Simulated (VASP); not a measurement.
# AlCo (P4/mmm) in VASP: further runs, part 2 of 2

VASP 6.6.1. Earlier steps stand in the parts before.

**3. Single point, PBE (strain -0.0500 x Voigt [1, 0, 0, 0, 0, 0])**

Input file INCAR:

```
ALGO = Fast
EDIFF = 1E-6
ENCUT = 520
GGA = PE
ISIF = 2
ISMEAR = 0
LASPH = True
LCHARG = False
LREAL = False
LWAVE = False
NBANDS = 13
NELM = 80
PREC = Accurate
SIGMA = 0.15
```

Input file KPOINTS:

```
k-points
0
Gamma
  22 22 22
```

Input file POSCAR:

```
AlCo
1.0
    2.7093072889      0.0000000000      0.0000000000
    0.0000000000      2.8519024094      0.0000000000
    0.0000000000      0.0000000000      2.8519024094
Al Co
1 1
Direct
    0.0000000000      0.0000000000      0.0000000000
    0.5000000000      0.5000000000      0.5000000000
```

Potentials or basis: VASP PAW PBE potentials, release 64 (Al, Co).

Launch:

```bash
> cat potpaw_PBE.64/Al/POTCAR potpaw_PBE.64/Co/POTCAR > POTCAR
> mpirun -np 1 vasp_std > vasp.out
```

OUTCAR:

```text
EDIFF = 1E-6
   ENCUT = 520
   GGA = PE
   ISIF = 2
   ISMEAR = 0
   LASPH = True
   LREAL = False
   NELM = 80
   PREC = Accurate

 ion  position               nearest neighbor table
   1  0.000  0.000  0.000-   2 2.43   2 2.43   2 2.43   2 2.43   2 2.43   2 2.43   2 2.43   2 2.43

   2  0.500  0.500  0.500-   1 2.43   1 2.43   1 2.43   1 2.43   1 2.43   1 2.43   1 2.43   1 2.43

  LATTYP: Found a simple tetragonal cell.
 ALAT       =     2.8519024094
 C/A-ratio  =     0.9500000000

  Lattice vectors:

 A1 = (   0.0000000000,   2.8519024094,   0.0000000000)
 A2 = (   0.0000000000,   0.0000000000,   2.8519024094)
 A3 = (   2.7093072889,   0.0000000000,   0.0000000000)

Analysis of symmetry for initial positions (statically):
=====================================================================
 Subroutine PRICEL returns:
 Original cell was already a primitive cell.

 Routine SETGRP: Setting up the symmetry group for a
 simple tetragonal supercell.

 Subroutine GETGRP returns: Found 16 space group operations
 (whereof 16 operations were pure point group operations)
 out of a pool of 16 trial point group operations.

The static configuration has the point symmetry D_4h.

Analysis of symmetry for dynamics (positions and initial velocities):
=====================================================================
 Subroutine PRICEL returns:
 Original cell was already a primitive cell.

 Routine SETGRP: Setting up the symmetry group for a
 simple tetragonal supercell.

 Subroutine GETGRP returns: Found 16 space group operations
 (whereof 16 operations were pure point group operations)
 out of a pool of 16 trial point group operations.

The dynamic configuration has the point symmetry D_4h.

 Subroutine INISYM returns: Found 16 space group operations
 (whereof 16 operations are pure point group operations),
 and found     1 'primitive' translations

----------------------------------------------------------------------------------------

                                     Primitive cell

  volume of cell :      22.0357

  direct lattice vectors                    reciprocal lattice vectors
     2.709307289  0.000000000  0.000000000     0.369098036  0.000000000  0.000000000
     0.000000000  2.851902409  0.000000000     0.000000000  0.350643134  0.000000000
     0.000000000  0.000000000  2.851902409     0.000000000  0.000000000  0.350643134

  length of vectors
     2.709307289  2.851902409  2.851902409     0.369098036  0.350643134  0.350643134

  position of ions in fractional coordinates (direct lattice)
     0.000000000  0.000000000  0.000000000
     0.500000000  0.500000000  0.500000000

  ion indices of the primitive-cell ions
   primitive index   ion index
                 1           1
                 2           2

----------------------------------------------------------------------------------------

 KPOINTS: k-points

Automatic generation of k-mesh.
 Grid dimensions read from file:
 generate k-points for:   22   22   22

 Generating k-lattice:

  Cartesian coordinates                     Fractional coordinates (reciprocal lattice)
     0.016777183  0.000000000  0.000000000     0.045454545  0.000000000  0.000000000
[... 42 lines left out ...]
   number of dos      NEDOS =    301   number of ions     NIONS =      2
   total plane-waves  NPLWV =  11520
   dimension x,y,z NGX =    20 NGY =   24 NGZ =   24
   dimension x,y,z NGXF=    40 NGYF=   48 NGZF=   48
   ions per type =               1   1
   NGX,Y,Z   is equivalent  to a cutoff of  12.27, 13.99, 13.99 a.u.
   NGXF,Y,Z  is equivalent  to a cutoff of  24.54, 27.98, 27.98 a.u.
 SYSTEM =  unknown system
   PREC   = accura    normal or accurate (medium, high low for compatibility)
   ISTART =      0    job   : 0-new  1-cont  2-samecut
   ICHARG =      2    charge: 1-file 2-atom 10-const
   ISPIN  =      1    spin polarized calculation?
   LNONCOLLINEAR =      F non collinear calculations
   LSORBIT =      F    spin-orbit coupling
   LASPH  =      T    aspherical Exc in radial PAW
   ENCUT  =  520.0 eV  38.22 Ry    6.18 a.u.   5.04  5.30  5.30*2*pi/ulx,y,z
   NELM   =     80;   NELMIN=  2; NELMDL= -5     # of ELM steps
   EDIFF  = 0.1E-05   stopping-criterion for ELM
   LREAL  =      F    real-space projection
   EDIFFG = 0.1E-04   stopping-criterion for IOM
   NSW    =      0    number of steps for IOM
   IBRION =     -1    ionic relax: 0-MD 1-quasi-New 2-CG
   NFREE  =      0    steps in history (QN), initial steepest desc. (CG)
   ISIF   =      2    stress and relaxation
   ISYM   =      2    0-nonsym 1-usesym 2-fastsym
   POTIM  = 0.5000    time-step for ionic-motion
   TEBEG  =    0.0;   TEEND  =   0.0 temperature during run
   PSTRESS=    0.0 pullay stress
   NELECT =      12.0000    total number of electrons
   NUPDOWN=      -1.0000    fix difference up-down
   EMIN   =  10.00;   EMAX   =-10.00  energy-range for DOS
   EFERMI =   0.00;   METHOD = LEGACY
   ISMEAR =     0;   SIGMA  =   0.15  broadening in eV -4-tet -1-fermi 0-gaus
   EFERMI_NEDOS =   21; number of points for ismear=-14 and -15
   IALGO  =     68    algorithm
   IMIX   =      4    mixing-type and parameters
     AMIX     =   0.40;   BMIX     =  1.00
     AMIX_MAG =   1.60;   BMIX_MAG =  1.00
  volume/ion in A,a.u.               =      11.02        74.35
  Fermi-wavevector in a.u.,A,eV,Ry     =   1.336881  2.526339 24.317020  1.787251
  Thomas-Fermi vector in A             =   2.465473
   LORBIT       =      0    0 simple, 1 ext, 2 COOP (PROOUT), +10 PAW based schemes
   GGA     = PE    functional components
   LHFCALC =     F    Hartree Fock is set to
   AEXX    =    0.0000 exact exchange contribution
   IVDW    =     0    specifies the selected vdW correction
   LEPSILON=     F    determine dielectric tensor
   LRPA    =     F    only Hartree local field effects (RPA)
 non-spin polarized calculation
 RMM-DIIS sequential band-by-band and
 Gauss-broadening in eV      SIGMA  =   0.15
  energy-cutoff  :      520.00
  volume of cell :       22.04
 maximum number of plane-waves:       614
   NGX = 11   NGY = 11   NGZ = 11

 number of electron      12.0000002 magnetization

 Free energy of the ion-electron system (eV)
  ---------------------------------------------------
  ext. energy  EPLUGINS =         0.00000000
  ---------------------------------------------------
  free energy    TOTEN  =       -11.93138318 eV

  energy without entropy =      -11.92068458  energy(sigma->0) =      -11.92603388

 E-fermi :  11.2045     XC(G=0): -12.5066

 val. band max:       11.1991021480   @ k =   0.4091   0.4545   0.0455
 cond. band min:      11.2091761785   @ k =   0.4091   0.5000   0.1364
 fundamental gap:      0.0100740305
 Fermi energy:        11.2045277562

 k-point     1 :       0.0000    0.0000    0.0000
  band No.  band energies     occupation
      1      -0.1653      2.00000
      2       8.0125      2.00000
      3       8.1154      2.00000
      4      10.2141      2.00000
      5      10.4380      2.00000
      6      10.4380      2.00000
      7      16.8321      0.00000
      8      16.8321      0.00000
      9      18.8108      0.00000
     10      20.0020      0.00000
     11      20.2692      0.00000
     12      27.4938      0.00000
     13      32.7003      0.00000
[... 354 lines left out ...]
  band No.  band energies     occupation
      1       4.5335      2.00000
      2       4.7429      2.00000
      3       8.7728      2.00000
      4       9.3019      2.00000
      5       9.3169      2.00000
      6      10.3575      2.00000
      7      11.7980      0.00000
      8      19.6058      0.00000
      9      21.3250      0.00000
     10      21.7279      0.00000
     11      23.2898      0.00000
     12      23.3242      0.00000
     13      27.1128      0.00000

 [... further k-points ...]

------------------------ aborting loop because EDIFF is reached ----------------------------------------

  FORCE on cell =-STRESS in cart. coord.  units (eV):
  Direction    XX          YY          ZZ          XY          YZ          ZX
  --------------------------------------------------------------------------------------
  -------------------------------------------------------------------------------------
  Total        2.4963656      0.8722490      0.8722490      0.0000000      0.0000000     -0.0000000
  in kB      181.5060837     63.4195962     63.4195962      0.0000000      0.0000000     -0.0000000
  external PRESSURE =     102.7817587 kB  Pullay stress =       0.0000000 kB

 VOLUME and BASIS-vectors are now :
 -----------------------------------------------------------------------------
  energy-cutoff  :      520.00
  volume of cell :       22.04
      direct lattice vectors                 reciprocal lattice vectors
     2.709307289  0.000000000  0.000000000     0.369098036  0.000000000  0.000000000
     0.000000000  2.851902409  0.000000000     0.000000000  0.350643134  0.000000000
     0.000000000  0.000000000  2.851902409     0.000000000  0.000000000  0.350643134

 POSITION                                       TOTAL-FORCE (eV/Angst)
 -----------------------------------------------------------------------------------
      0.00000      0.00000      0.00000         0.000000      0.000000      0.000000
      1.35465      1.42595      1.42595         0.000000      0.000000      0.000000
 -----------------------------------------------------------------------------------
    total drift:                               -0.000000      0.000000      0.000000

  FREE ENERGIE OF THE ION-ELECTRON SYSTEM (eV)
  ---------------------------------------------------
  free  energy   TOTEN  =       -11.9313831768 eV

  energy  without entropy=      -11.9206845765  energy(sigma->0) =      -11.92603388
```

stdout:

```text
POSCAR found type information on POSCAR AlCo
 POSCAR found :  2 types and       2 ions
 scaLAPACK will be used
 LDA part: xc-table for (Slater+PW92), standard interpolation
 POSCAR, INCAR and KPOINTS ok, starting setup
 FFT: planning ... GRIDC
 FFT: planning ... GRID_SOFT
 FFT: planning ... GRID
 WAVECAR not read
 entering main loop
WARNING in EDDRMM: call to ZHEGV failed, returncode =   8  4     13
WARNING in EDDRMM: call to ZHEGV failed, returncode =   6  3     12
WARNING in EDDRMM: call to ZHEGV failed, returncode =   8  4     13
```

It took 2.8 min on 1 thread of AMD EPYC 9R45 (Zen 5), shared host; peak memory 0.35 GiB.

What came out:

* Free energy: -11.9314 eV
* Pressure: 10.3 GPa
* Band gap on the k mesh: zero (bands 6 and 7 overlap by 2.70 eV)

Stress tensor (GPa, compression positive):
```
18.15  0.00  0.00
 0.00  6.34  0.00
 0.00  0.00  6.34
```

Levels at points of the mesh, in eV from the Fermi level:
```tsv
k point	band 4	band 5	band 6	band 7	band 8	band 9
(0.00, 0.00, 0.00)	-0.99	-0.77	-0.77	5.63	5.63	7.61
(0.50, 0.00, 0.00)	-1.89	-1.89	-0.83	0.60	8.53	10.46
(0.00, 0.50, 0.00)	-1.93	-1.52	-0.66	0.09	8.44	10.30
(0.50, 0.50, 0.00)	-2.43	-1.69	-1.64	-0.16	2.83	3.96
(0.00, 0.50, 0.50)	-2.98	-1.36	-1.36	-0.32	2.29	3.46
(0.50, 0.50, 0.50)	-0.26	-0.05	2.38	2.38	2.59	4.64
```

Caveat: the cell differs from its parent crystal (strain -0.0500 x Voigt [1, 0, 0, 0, 0, 0]); the stress differs along the axes, from 6 to 18 GPa; the run has no spin polarisation, though such a crystal can be magnetic. Spin polarisation is off, so any magnetic state and its effect on volume and gap are missing.
